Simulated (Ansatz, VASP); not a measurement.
V: VASP beside Ansatz

The input INCAR:

```
SYSTEM = V
PREC = Accurate ; ENCUT = 520
EDIFF = 1E-7 ; ISMEAR = -1
SIGMA = 0.03 ; LREAL = .False.
LASPH = .True. ; NELM = 150
ALGO = Normal ; ISIF = 2
LWAVE = .False. ; LCHARG = .False.
ISPIN = 2 ; MAGMOM = 1.5
LORBIT = 11 ; LMAXMIX = 4
GGA = PS ; NBANDS = 16
```

Contents of KPOINTS:

```
Automatic mesh
0
Gamma
  19 19 19
  0 0 0
```

POSCAR

```
V
1.0
   -1.5329101780      1.5329101780      1.5329101780
    1.5329101780     -1.5329101780      1.5329101780
    1.5329101780      1.5329101780     -1.5329101780
V
1
Direct
    0.0000000000      0.0000000000      0.0000000000
```

Input for Ansatz:

```yaml
crystal:
  lattice:
    - [-1.532910178, 1.532910178, 1.532910178]
    - [1.532910178, -1.532910178, 1.532910178]
    - [1.532910178, 1.532910178, -1.532910178]
  atoms:
    - { symbol: V, position: [0.0, 0.0, 0.0], spin: 1.5 }
magnetization:
  spin_polarized: true
kpoints:
  mp_grid: { grid: [19, 19, 19] }
  band_path:
    path:
      - [0.0, 0.0, 0.0]
      - [0.5, -0.5, 0.5]
      - [0.0, 0.0, 0.5]
      - [0.0, 0.0, 0.0]
      - [0.25, 0.25, 0.25]
      - [0.5, -0.5, 0.5]
      - [0.25, 0.25, 0.25]
      - [0.0, 0.0, 0.5]
    npoints: 5
scf:
  occupations: { method: fermi_dirac, width: 0.03 }
hamiltonian:
  xc: pbesol
  pseudopotentials: { kind: all_electron, lapw: { basis_error: 0.001 } }
output:
  forces: true
  stress: true
  eigenvalues: true
```

Change from the starting cell: volume scaled by 1.04.

Alike in both runs: task single point; functional PBEsol; k mesh 19 × 19 × 19; occupations fermi-dirac, width 0.03 eV; collinear spin.

|  | VASP | Ansatz |
| --- | --- | --- |
| version | VASP 6.6.1 | Ansatz 0.2.0 |
| potentials or method | VASP PAW PBE potentials, release 64 (V_sv), cutoff 520 eV | all-electron LAPW, scalar-relativistic |

|  | VASP | Ansatz | Ansatz less VASP |
| --- | --- | --- | --- |
| pressure (GPa) | -17.1 | -17.3 | -0.19 |
| net moment per atom (μB) | 0.00 | 0.00 | 0.000 |

VASP's potentials were made for PBE, not for PBEsol. Ansatz ran all-electron here, and VASP with PAW potentials. Ansatz's warnings: seeded moment not kept.
